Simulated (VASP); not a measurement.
# Cd (Im-3m) in VASP: notebook, part 2 of 2

VASP 6.6.1.

### Step 4. Single point, LDA

Contents of INCAR:

```
SYSTEM = Cd
PREC = Accurate ; ENCUT = 520
EDIFF = 1E-6 ; ISMEAR = 0
SIGMA = 0.1 ; LREAL = .FALSE.
LASPH = .TRUE. ; NELM = 60
ALGO = Normal ; ISIF = 2
LWAVE = .FALSE. ; LCHARG = .FALSE.
NBANDS = 12
```

Contents of KPOINTS:

```
Automatic mesh
0
G
  12 12 12
  0 0 0
```

Contents of POSCAR:

```
Cd
1.0
   -1.7843200000      1.7843200000      1.7843200000
    1.7843200000     -1.7843200000      1.7843200000
    1.7843200000      1.7843200000     -1.7843200000
Cd
1
Direct
    0.0000000000      0.0000000000      0.0000000000
```

Potentials or basis: VASP PAW LDA potentials, release 64 (Cd).

Launch:

```
$ cat potpaw_LDA.64/Cd/POTCAR > POTCAR
$ mpirun -np 1 vasp_std > vasp.out
```

OUTCAR:

```text
SYSTEM = Cd
   PREC = Accurate
   ENCUT = 520
   EDIFF = 1E-6
   ISMEAR = 0
   LREAL = .FALSE.
   LASPH = .TRUE.
   NELM = 60
   ISIF = 2

 ion  position               nearest neighbor table
   1  0.000  0.000  0.000-

  LATTYP: Found a body centered cubic cell.
 ALAT       =     3.5686400000

  Lattice vectors:

 A1 = (  -1.7843200000,   1.7843200000,   1.7843200000)
 A2 = (   1.7843200000,  -1.7843200000,   1.7843200000)
 A3 = (   1.7843200000,   1.7843200000,  -1.7843200000)

Analysis of symmetry for initial positions (statically):
=====================================================================
 Subroutine PRICEL returns:
 Original cell was already a primitive cell.

 Routine SETGRP: Setting up the symmetry group for a
 body centered cubic supercell.

 Subroutine GETGRP returns: Found 48 space group operations
 (whereof 48 operations were pure point group operations)
 out of a pool of 48 trial point group operations.

The static configuration has the point symmetry O_h .

Analysis of symmetry for dynamics (positions and initial velocities):
=====================================================================
 Subroutine PRICEL returns:
 Original cell was already a primitive cell.

 Routine SETGRP: Setting up the symmetry group for a
 body centered cubic supercell.

 Subroutine GETGRP returns: Found 48 space group operations
 (whereof 48 operations were pure point group operations)
 out of a pool of 48 trial point group operations.

The dynamic configuration has the point symmetry O_h .

 Subroutine INISYM returns: Found 48 space group operations
 (whereof 48 operations are pure point group operations),
 and found     1 'primitive' translations

----------------------------------------------------------------------------------------

                                     Primitive cell

  volume of cell :      22.7237
[... 107 lines left out ...]
     AMIX_MAG =   1.60;   BMIX_MAG =  1.00
  volume/ion in A,a.u.               =      22.72       153.35
  Fermi-wavevector in a.u.,A,eV,Ry     =   1.323252  2.500583 23.823739  1.750995
  Thomas-Fermi vector in A             =   2.452873
   LORBIT       =      0    0 simple, 1 ext, 2 COOP (PROOUT), +10 PAW based schemes
   GGA     = CA    functional components
   LHFCALC =     F    Hartree Fock is set to
   AEXX    =    0.0000 exact exchange contribution
   IVDW    =     0    specifies the selected vdW correction
   LEPSILON=     F    determine dielectric tensor
   LRPA    =     F    only Hartree local field effects (RPA)
 non-spin polarized calculation
 Gauss-broadening in eV      SIGMA  =   0.10
  energy-cutoff  :      520.00
  volume of cell :       22.72
 maximum number of plane-waves:       627
   NGX = 11   NGY = 11   NGZ = 11

 number of electron      12.0000006 magnetization

 Free energy of the ion-electron system (eV)
  ---------------------------------------------------
  ext. energy  EPLUGINS =         0.00000000
  ---------------------------------------------------
  free energy    TOTEN  =        -1.39532849 eV

  energy without entropy =       -1.39335369  energy(sigma->0) =       -1.39434109

 E-fermi :   2.3204     XC(G=0): -11.1140

 val. band max:        2.2533443186   @ k =   0.3333   0.1667   0.1667
 cond. band min:       2.3920900461   @ k =   0.3333   0.2500   0.0833
 fundamental gap:      0.1387457275
 Fermi energy:         2.3204094305

 k-point     1 :       0.0000    0.0000    0.0000
  band No.  band energies     occupation
      1      -6.7461      2.00000
      2      -6.7461      2.00000
      3      -6.7461      2.00000
      4      -6.2236      2.00000
      5      -6.1331      2.00000
      6      -6.1331      2.00000
      7      17.7727      0.00000
      8      17.7727      0.00000
      9      17.7727      0.00000
     10      18.0222      0.00000
     11      18.0222      0.00000
     12      18.0222      0.00000
[... 331 lines left out ...]
 k-point    24 :       0.4167    0.0833    0.0833
  band No.  band energies     occupation
      1      -7.0311      2.00000
      2      -7.0244      2.00000
      3      -6.1504      2.00000
      4      -6.1076      2.00000
      5      -5.9217      2.00000
      6       0.9479      2.00000
      7       1.5479      2.00000
      8       9.2426      0.00000
      9      10.1393      0.00000
     10      18.2930      0.00000
     11      19.0839      0.00000
     12      23.5205      0.00000

 [... further k-points ...]
[... 5 lines left out ...]
  --------------------------------------------------------------------------------------
  -------------------------------------------------------------------------------------
  Total       -0.6625168     -0.6625168     -0.6625168      0.0000000     -0.0000000      0.0000000
  in kB      -46.7120830    -46.7120830    -46.7120830      0.0000000     -0.0000000      0.0000000
  external PRESSURE =     -46.7120830 kB  Pullay stress =       0.0000000 kB

 VOLUME and BASIS-vectors are now :
 -----------------------------------------------------------------------------
  energy-cutoff  :      520.00
  volume of cell :       22.72
      direct lattice vectors                 reciprocal lattice vectors
    -1.784320000  1.784320000  1.784320000     0.000000000  0.280218795  0.280218795
     1.784320000 -1.784320000  1.784320000     0.280218795  0.000000000  0.280218795
     1.784320000  1.784320000 -1.784320000     0.280218795  0.280218795  0.000000000

 POSITION                                       TOTAL-FORCE (eV/Angst)
 -----------------------------------------------------------------------------------
      0.00000      0.00000      0.00000         0.000000     -0.000000      0.000000
 -----------------------------------------------------------------------------------
    total drift:                               -0.000000      0.000000      0.000000

  FREE ENERGIE OF THE ION-ELECTRON SYSTEM (eV)
  ---------------------------------------------------
  free  energy   TOTEN  =        -1.3953284938 eV

  energy  without entropy=       -1.3933536935  energy(sigma->0) =       -1.39434109
```

OSZICAR:

```text
N       E                     dE             d eps       ncg     rms          rms(c)
DAV:   1     0.686190466643E+02    0.68619E+02   -0.68368E+03  1832   0.972E+02
DAV:   2    -0.161907459997E+00   -0.68781E+02   -0.65509E+02  1848   0.235E+02
DAV:   3    -0.145520461131E+01   -0.12933E+01   -0.12927E+01  2056   0.362E+01
DAV:   4    -0.145689399887E+01   -0.16894E-02   -0.16894E-02  1912   0.130E+00
DAV:   5    -0.145689837760E+01   -0.43787E-05   -0.43784E-05  1988   0.668E-02    0.284E+00
DAV:   6    -0.140240850642E+01    0.54490E-01   -0.13064E-01  1968   0.454E+00    0.232E+00
DAV:   7    -0.139646807967E+01    0.59404E-02   -0.91946E-03  1936   0.894E-01    0.116E+00
DAV:   8    -0.139532153258E+01    0.11465E-02   -0.12719E-03  1836   0.484E-01    0.448E-02
DAV:   9    -0.139532742182E+01   -0.58892E-05   -0.30396E-06  1928   0.156E-02    0.118E-02
DAV:  10    -0.139532849448E+01   -0.10727E-05   -0.98486E-07  1124   0.126E-02    0.788E-04
DAV:  11    -0.139532849377E+01    0.71373E-09   -0.13791E-08   948   0.129E-03
   1 F= -.13953285E+01 E0= -.13943411E+01  d E =-.197480E-02
```

Wall time 25 s (1 thread of AMD EPYC 7R13, shared host); peak memory 0.11 GiB.

What came out:

```yaml
Free_energy: -1.3953 eV
Pressure: -4.7 GPa
Band_gap_on_the_k_mesh: zero (band 6 reaches 5.71 eV, above the bottom of band 7 at 1.33 eV)
```

### Step 5. The runs side by side

| smearing | gap on the mesh (eV) | pressure (GPa) |
| --- | --- | --- |
| gaussian 0.25 eV | none | -4.7 |
| gaussian 0.15 eV | none | -4.7 |
| gaussian 0.1 eV | none | -4.7 |

Alike in all rows: task single point; level LDA; potentials or basis VASP PAW LDA potentials, release 64 (Cd); no spin polarisation; cell as given; k mesh 12 × 12 × 12; cutoff (eV) 520.

Every run on the cell as given and a fine mesh finds a metal.

Total energies depend on the potentials used, so only differences within one code and one set of settings carry meaning.
